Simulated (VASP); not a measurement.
# Cd7S (P-6m2) in VASP: single point with PBE

Aim: the single point of Cd7S with PBE.

Program: VASP 6.6.1. These are calculated values, not measurements. Logs are shortened: lines on timing, memory, paths and dates and some standing lists are left out, and cuts for length are marked.

## Step 1: The cell of the first run

Symmetry: P-6m2, No. 187, hexagonal system. The conventional cell has a = 5.960 Å, b = 5.960 Å, c = 5.897 Å, α = 90.00°, β = 90.00°, γ = 120.00°. Within 3.9 Å of Cd (site symmetry mm2) lie 10 Cd at 2.98 to 3.42 Å and 2 S at 2.98 Å. Cd (site symmetry mm2) has 10 Cd at 2.95 to 3.42 Å and 2 S at 3.40 Å within 3.9 Å. Cd (site symmetry -6m2) has 12 Cd at 2.98 to 3.41 Å within 3.9 Å. Within 3.9 Å of S (site symmetry -6m2) lie 12 Cd at 2.98 to 3.40 Å.

## Step 2: Single point, PBE

INCAR

```
PREC = Accurate
ENCUT = 520
EDIFF = 1E-6
ISMEAR = 0
SIGMA = 0.2
LREAL = F
LASPH = T
NELM = 60
ALGO = Normal
ISIF = 2
LWAVE = F
LCHARG = F
GGA = PE
NBANDS = 55
```

KPOINTS

```
regular mesh
0
Gamma
  3 3 3
```

POSCAR

```
Cd7S
1.0
    5.9598567921      0.0000000000      0.0000000000
   -2.9799283961      5.1613873849      0.0000000000
    0.0000000000      0.0000000000      5.8969031522
Cd S
7 1
Direct
    0.4998420407      0.9996840815      0.0000000000
    0.4998420407      0.5001579593      0.0000000000
    0.0003159185      0.5001579593      0.0000000000
    0.3298790026      0.1649395013      0.5000000000
    0.8350604987      0.1649395013      0.5000000000
    0.8350604987      0.6701209974      0.5000000000
    0.3333333333      0.6666666667      0.5000000000
    0.0000000000      0.0000000000      0.0000000000
```

Potentials or basis: VASP PAW PBE potentials, release 64 (Cd, S).

Started as:

```console
cat potpaw_PBE.64/Cd/POTCAR potpaw_PBE.64/S/POTCAR > POTCAR
mpirun -np 1 vasp_std > vasp.out
```

OUTCAR:

```text
PREC = Accurate
   ENCUT = 520
   EDIFF = 1E-6
   ISMEAR = 0
   LREAL = F
   LASPH = T
   NELM = 60
   ISIF = 2
   GGA = PE

 ion  position               nearest neighbor table
   1  0.500  1.000  0.000-   3 2.98   2 2.98   8 2.98   8 2.98   3 2.98   2 2.98   7 3.41   7 3.41
                             4 3.42   4 3.42   5 3.42   5 3.42
   2  0.500  0.500  0.000-   3 2.98   1 2.98   8 2.98   8 2.98   3 2.98   1 2.98   7 3.41   7 3.41
                             6 3.42   6 3.42   4 3.42   4 3.42
   3  0.000  0.500  0.000-   1 2.98   2 2.98   8 2.98   8 2.98   1 2.98   2 2.98   7 3.41   7 3.41
                             6 3.42   6 3.42   5 3.42   5 3.42
   4  0.330  0.165  0.500-   6 2.95   5 2.95   7 2.98   7 2.98   6 3.01   5 3.01   1 3.42   1 3.42
                             2 3.42   2 3.42
   5  0.835  0.165  0.500-   4 2.95   6 2.95   7 2.98   7 2.98   4 3.01   6 3.01   1 3.42   1 3.42
                             3 3.42   3 3.42
   6  0.835  0.670  0.500-   4 2.95   5 2.95   7 2.98   7 2.98   4 3.01   5 3.01   3 3.42   3 3.42
                             2 3.42   2 3.42
   7  0.333  0.667  0.500-   6 2.98   4 2.98   5 2.98   5 2.98   6 2.98   4 2.98   3 3.41   3 3.41
                             1 3.41   1 3.41   2 3.41   2 3.41
   8  0.000  0.000  0.000-   1 2.98   3 2.98   2 2.98   2 2.98   1 2.98   3 2.98

  LATTYP: Found a hexagonal cell.
 ALAT       =     5.9598567921
 C/A-ratio  =     0.9894370549

  Lattice vectors:

 A1 = (   5.9598567921,   0.0000000000,   0.0000000000)
 A2 = (  -2.9799283961,   5.1613873849,   0.0000000000)
 A3 = (   0.0000000000,   0.0000000000,   5.8969031522)

Analysis of symmetry for initial positions (statically):
=====================================================================
 Subroutine PRICEL returns:
 Original cell was already a primitive cell.

 Routine SETGRP: Setting up the symmetry group for a
 hexagonal supercell.

 Subroutine GETGRP returns: Found 12 space group operations
 (whereof 12 operations were pure point group operations)
 out of a pool of 24 trial point group operations.

The static configuration has the point symmetry D_3h.

Analysis of symmetry for dynamics (positions and initial velocities):
=====================================================================
 Subroutine PRICEL returns:
 Original cell was already a primitive cell.

 Routine SETGRP: Setting up the symmetry group for a
 hexagonal supercell.

 Subroutine GETGRP returns: Found 12 space group operations
 (whereof 12 operations were pure point group operations)
 out of a pool of 24 trial point group operations.

The dynamic configuration has the point symmetry D_3h.

 Subroutine INISYM returns: Found 12 space group operations
 (whereof 12 operations are pure point group operations),
 and found     1 'primitive' translations

----------------------------------------------------------------------------------------

                                     Primitive cell

  volume of cell :     181.3954

  direct lattice vectors                    reciprocal lattice vectors
     5.959856792  0.000000000  0.000000000     0.167789267  0.096873178  0.000000000
    -2.979928396  5.161387385  0.000000000     0.000000000  0.193746356  0.000000000
     0.000000000  0.000000000  5.896903152     0.000000000  0.000000000  0.169580536

  length of vectors
     5.959856792  5.959856792  5.896903152     0.193746356  0.193746356  0.169580536

  position of ions in fractional coordinates (direct lattice)
     0.499842041  0.999684081  0.000000000
     0.499842041  0.500157959  0.000000000
     0.000315919  0.500157959  0.000000000
     0.329879003  0.164939501  0.500000000
     0.835060499  0.164939501  0.500000000
     0.835060499  0.670120997  0.500000000
     0.333333333  0.666666667  0.500000000
     0.000000000  0.000000000  0.000000000

  ion indices of the primitive-cell ions
   primitive index   ion index
                 1           1
                 2           2
                 3           3
                 4           4
                 5           5
                 6           6
                 7           7
                 8           8

----------------------------------------------------------------------------------------

 KPOINTS: regular mesh

Automatic generation of k-mesh.
 Grid dimensions read from file:
 generate k-points for:    3    3    3

 Generating k-lattice:

  Cartesian coordinates                     Fractional coordinates (reciprocal lattice)
     0.055929756  0.032291059  0.000000000     0.333333333 -0.000000000  0.000000000
     0.000000000  0.064582119  0.000000000     0.000000000  0.333333333  0.000000000
     0.000000000  0.000000000  0.056526845     0.000000000  0.000000000  0.333333333

  Length of vectors
     0.064582119  0.064582119  0.056526845

  Shift w.r.t. Gamma in fractional coordinates (k-lattice)
     0.000000000  0.000000000  0.000000000

 Subroutine IBZKPT returns following result:
 ===========================================

 Found      6 irreducible k-points:

 Following reciprocal coordinates:
            Coordinates               Weight
  0.000000  0.000000  0.000000      1.000000
  0.333333  0.000000  0.000000      6.000000
  0.333333  0.333333  0.000000      2.000000
  0.000000  0.000000  0.333333      2.000000
  0.333333  0.000000  0.333333     12.000000
  0.333333  0.333333  0.333333      4.000000
   k-points           NKPTS =      6   k-points in BZ     NKDIM =      6   number of bands    NBANDS=     55
   number of dos      NEDOS =    301   number of ions     NIONS =      8
   total plane-waves  NPLWV = 110592
   dimension x,y,z NGX =    48 NGY =   48 NGZ =   48
   dimension x,y,z NGXF=    96 NGYF=   96 NGZF=   96
   ions per type =               7   1
   NGX,Y,Z   is equivalent  to a cutoff of  13.39, 13.39, 13.53 a.u.
   NGXF,Y,Z  is equivalent  to a cutoff of  26.78, 26.78, 27.06 a.u.
 SYSTEM =  unknown system
   PREC   = accura    normal or accurate (medium, high low for compatibility)
   ISTART =      0    job   : 0-new  1-cont  2-samecut
   ICHARG =      2    charge: 1-file 2-atom 10-const
   ISPIN  =      1    spin polarized calculation?
   LNONCOLLINEAR =      F non collinear calculations
   LSORBIT =      F    spin-orbit coupling
   LASPH  =      T    aspherical Exc in radial PAW
   ENCUT  =  520.0 eV  38.22 Ry    6.18 a.u.  11.08 11.08 10.96*2*pi/ulx,y,z
   NELM   =     60;   NELMIN=  2; NELMDL= -5     # of ELM steps
   EDIFF  = 0.1E-05   stopping-criterion for ELM
   LREAL  =      F    real-space projection
   EDIFFG = 0.1E-04   stopping-criterion for IOM
   NSW    =      0    number of steps for IOM
   IBRION =     -1    ionic relax: 0-MD 1-quasi-New 2-CG
   NFREE  =      0    steps in history (QN), initial steepest desc. (CG)
   ISIF   =      2    stress and relaxation
   ISYM   =      2    0-nonsym 1-usesym 2-fastsym
   POTIM  = 0.5000    time-step for ionic-motion
   TEBEG  =    0.0;   TEEND  =   0.0 temperature during run
   PSTRESS=    0.0 pullay stress
   NELECT =      90.0000    total number of electrons
   NUPDOWN=      -1.0000    fix difference up-down
   EMIN   =  10.00;   EMAX   =-10.00  energy-range for DOS
   EFERMI =   0.00;   METHOD = LEGACY
   ISMEAR =     0;   SIGMA  =   0.20  broadening in eV -4-tet -1-fermi 0-gaus
   EFERMI_NEDOS =   21; number of points for ismear=-14 and -15
   IALGO  =     38    algorithm
   IMIX   =      4    mixing-type and parameters
     AMIX     =   0.40;   BMIX     =  1.00
     AMIX_MAG =   1.60;   BMIX_MAG =  1.00
  volume/ion in A,a.u.               =      22.67       153.01
  Fermi-wavevector in a.u.,A,eV,Ry     =   1.296026  2.449133 22.853465  1.679682
  Thomas-Fermi vector in A             =   2.427508
   LORBIT       =      0    0 simple, 1 ext, 2 COOP (PROOUT), +10 PAW based schemes
   GGA     = PE    functional components
   LHFCALC =     F    Hartree Fock is set to
   AEXX    =    0.0000 exact exchange contribution
   IVDW    =     0    specifies the selected vdW correction
   LEPSILON=     F    determine dielectric tensor
   LRPA    =     F    only Hartree local field effects (RPA)
 non-spin polarized calculation
 Gauss-broadening in eV      SIGMA  =   0.20
  energy-cutoff  :      520.00
  volume of cell :      181.40
 maximum number of plane-waves:      4917
 NGX is ok and might be reduce to    48
   NGX = 23   NGY = 23   NGZ = 21

 number of electron      90.0000004 magnetization

 Free energy of the ion-electron system (eV)
  ---------------------------------------------------
  ext. energy  EPLUGINS =         0.00000000
  ---------------------------------------------------
  free energy    TOTEN  =        -9.33246500 eV

  energy without entropy =       -9.27384808  energy(sigma->0) =       -9.30315654

 E-fermi :   2.4747     XC(G=0): -10.5770

 val. band max:        2.4577444976   @ k =   0.3333   0.3333   0.0000
 cond. band min:       2.4933521790   @ k =   0.0000   0.0000   0.0000
 fundamental gap:      0.0356076815
 Fermi energy:         2.4746518966

 k-point     1 :       0.0000    0.0000    0.0000
  band No.  band energies     occupation
      1      -9.7753      2.00000
      2      -7.1396      2.00000
      3      -7.1396      2.00000
      4      -7.1332      2.00000
      5      -6.9836      2.00000
      6      -6.9000      2.00000
[... 47 lines left out ...]
     54       7.1877      0.00000
     55       7.6178      0.00000

 k-point     2 :       0.3333    0.0000    0.0000
  band No.  band energies     occupation
      1      -9.6365      2.00000
      2      -6.9950      2.00000
      3      -6.8373      2.00000
      4      -6.8350      2.00000
      5      -6.7885      2.00000
      6      -6.7011      2.00000
[... 47 lines left out ...]
     54       7.6416      0.00000
     55       7.8401      0.00000

 k-point     3 :       0.3333    0.3333    0.0000
  band No.  band energies     occupation
      1      -9.5605      2.00000
      2      -6.6780      2.00000
      3      -6.6610      2.00000
      4      -6.6493      2.00000
      5      -6.5580      2.00000
      6      -6.5413      2.00000
[... 47 lines left out ...]
     54       7.9754      0.00000
     55       8.4773      0.00000

 k-point     4 :       0.0000    0.0000    0.3333
  band No.  band energies     occupation
      1      -9.7499      2.00000
      2      -7.1266      2.00000
      3      -7.1266      2.00000
      4      -7.1115      2.00000
      5      -6.9761      2.00000
      6      -6.9270      2.00000
[... 47 lines left out ...]
     54       7.7187      0.00000
     55       9.2454      0.00000

 k-point     5 :       0.3333    0.0000    0.3333
  band No.  band energies     occupation
      1      -9.6162      2.00000
      2      -6.9794      2.00000
      3      -6.8193      2.00000
      4      -6.8102      2.00000
      5      -6.7815      2.00000
      6      -6.7342      2.00000
[... 47 lines left out ...]
     54       7.6869      0.00000
     55       8.2017      0.00000

 k-point     6 :       0.3333    0.3333    0.3333
  band No.  band energies     occupation
      1      -9.5430      2.00000
      2      -6.6796      2.00000
      3      -6.6445      2.00000
      4      -6.6371      2.00000
      5      -6.5477      2.00000
      6      -6.5436      2.00000
[... 47 lines left out ...]
     54       8.2143      0.00000
     55       9.4228      0.00000

------------------------ aborting loop because EDIFF is reached ----------------------------------------

  FORCE on cell =-STRESS in cart. coord.  units (eV):
  Direction    XX          YY          ZZ          XY          YZ          ZX
  --------------------------------------------------------------------------------------
  -------------------------------------------------------------------------------------
  Total        0.3059602      0.3059602      0.1542316     -0.0000000      0.0000000      0.0000000
  in kB        2.7023974      2.7023974      1.3622530     -0.0000000      0.0000000      0.0000000
  external PRESSURE =       2.2556826 kB  Pullay stress =       0.0000000 kB

 VOLUME and BASIS-vectors are now :
 -----------------------------------------------------------------------------
  energy-cutoff  :      520.00
  volume of cell :      181.40
      direct lattice vectors                 reciprocal lattice vectors
     5.959856792  0.000000000  0.000000000     0.167789267  0.096873178  0.000000000
    -2.979928396  5.161387385  0.000000000     0.000000000  0.193746356  0.000000000
     0.000000000  0.000000000  5.896903152     0.000000000  0.000000000  0.169580536

 POSITION                                       TOTAL-FORCE (eV/Angst)
 -----------------------------------------------------------------------------------
     -0.00000      5.15976      0.00000         0.000000     -0.009312     -0.000000
      1.48855      2.58151      0.00000        -0.008064      0.004656      0.000000
     -1.48855      2.58151      0.00000         0.008064      0.004656      0.000000
      1.47452      0.85132      2.94845        -0.013949     -0.008054     -0.000000
      4.48533      0.85132      2.94845         0.013949     -0.008054     -0.000000
      2.97993      3.45875      2.94845        -0.000000      0.016107      0.000000
     -0.00000      3.44092      2.94845         0.000000     -0.000000      0.000000
      0.00000      0.00000      0.00000         0.000000     -0.000000      0.000000
 -----------------------------------------------------------------------------------
    total drift:                                0.000000     -0.000000      0.000000

  FREE ENERGIE OF THE ION-ELECTRON SYSTEM (eV)
  ---------------------------------------------------
  free  energy   TOTEN  =        -9.3324649999 eV

  energy  without entropy=       -9.2738480835  energy(sigma->0) =       -9.30315654
```

Run time: 34 s. Hardware: 1 thread of Intel Xeon 6975P-C (Granite Rapids), shared host; peak memory 0.32 GiB.

Results:

- Free energy: -9.3325 eV
- Pressure: 0.2 GPa
- Largest force: 0.016 eV/Å
- Band gap on the k mesh: zero (band 45 reaches 2.49 eV, above the bottom of band 46 at 2.44 eV)

Forces in eV/Å, atoms in the order of the input:
```
Cd   0.000 -0.009  0.000
Cd  -0.008  0.005  0.000
Cd   0.008  0.005  0.000
Cd  -0.014 -0.008  0.000
Cd   0.014 -0.008  0.000
Cd   0.000  0.016  0.000
Cd   0.000  0.000  0.000
S    0.000  0.000  0.000
```

Caveat: the k points lie up to 0.41 Å⁻¹ apart.
